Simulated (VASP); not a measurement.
Here is a VASP 6.6.1 calculation.

POSCAR

```
CuF
1.0
    2.7346299546      0.0000000000      0.0000000000
   -1.3673149773      2.3682590106      0.0000000000
    0.0000000000      0.0000000000      6.3373123585
Cu F
2 2
Direct
    0.0000000000      0.0000000000      0.0000000000
    0.0000000000      0.0000000000      0.5000000000
    0.3333333333      0.6666666667      0.2500000000
    0.6666666667      0.3333333333      0.7500000000
```

The input INCAR.step1:

```
SYSTEM = CuF
PREC     = Accurate       ! precision mode
ENCUT    = 900            ! plane-wave cutoff, eV
ISMEAR   = -1             ! smearing method
SIGMA    = 0.02           ! smearing width, eV
LREAL    = .FALSE.        ! projectors in reciprocal space
LASPH    = .TRUE.         ! aspherical terms in the spheres
NELM     = 120            ! most SCF steps
NBANDS   = 34             ! bands
GGA      = PE             ! functional
ALGO     = Normal         ! electronic algorithm
EDIFF    = 1E-5           ! SCF threshold, eV
LWAVE    = .TRUE.         ! write WAVECAR
LCHARG   = .FALSE.        ! write CHGCAR
GGA_COMPAT= .FALSE.
```

The input INCAR.step2:

```
SYSTEM = CuF
PREC     = Accurate       ! precision mode
ENCUT    = 900            ! plane-wave cutoff, eV
EDIFF    = 1E-6           ! SCF threshold, eV
ISMEAR   = -1             ! smearing method
SIGMA    = 0.02           ! smearing width, eV
LREAL    = .FALSE.        ! projectors in reciprocal space
LASPH    = .TRUE.         ! aspherical terms in the spheres
NELM     = 120            ! most SCF steps
ALGO     = Normal         ! electronic algorithm
ISIF     = 2              ! what is computed and relaxed
LWAVE    = .FALSE.        ! write WAVECAR
LCHARG   = .FALSE.        ! write CHGCAR
METAGGA  = R2SCAN         ! meta-GGA
LMIXTAU  = .TRUE.       
NBANDS   = 34             ! bands
ISTART   = 1            
GGA_COMPAT= .FALSE.
```

KPOINTS

```
regular mesh
0
G
  9 9 4
  0 0 0
```

Potentials or basis: VASP PAW PBE potentials, release 64 (Cu_sv_GW, F).

Run with:

```console
$ cat potpaw_PBE.64/Cu_sv_GW/POTCAR potpaw_PBE.64/F/POTCAR > POTCAR
$ cp INCAR.step1 INCAR
$ mpirun -np 1 vasp_std > vasp.out
$ cp INCAR.step2 INCAR
$ mpirun -np 1 vasp_std > vasp.out
```

Problem. Estimate the pressure.

Solution. 3.2 GPa.

Problem. What does it give for the band gap on the k mesh?

Solution. Zero (bands 26 and 27 overlap by 0.38 eV).

Stress tensor (GPa, compression positive):
```
2.68 0.00 0.00
0.00 2.68 0.00
0.00 0.00 4.12
```

Caveat: the cell stands under pressure; semilocal functionals underestimate gaps, and a narrow one can read as zero; the PAW data sets were made with another functional, which shifts forces and pressure a little. With open d or f shells a metallic result of r2SCAN can be an artefact of self-interaction; +U or a hybrid may open a gap.
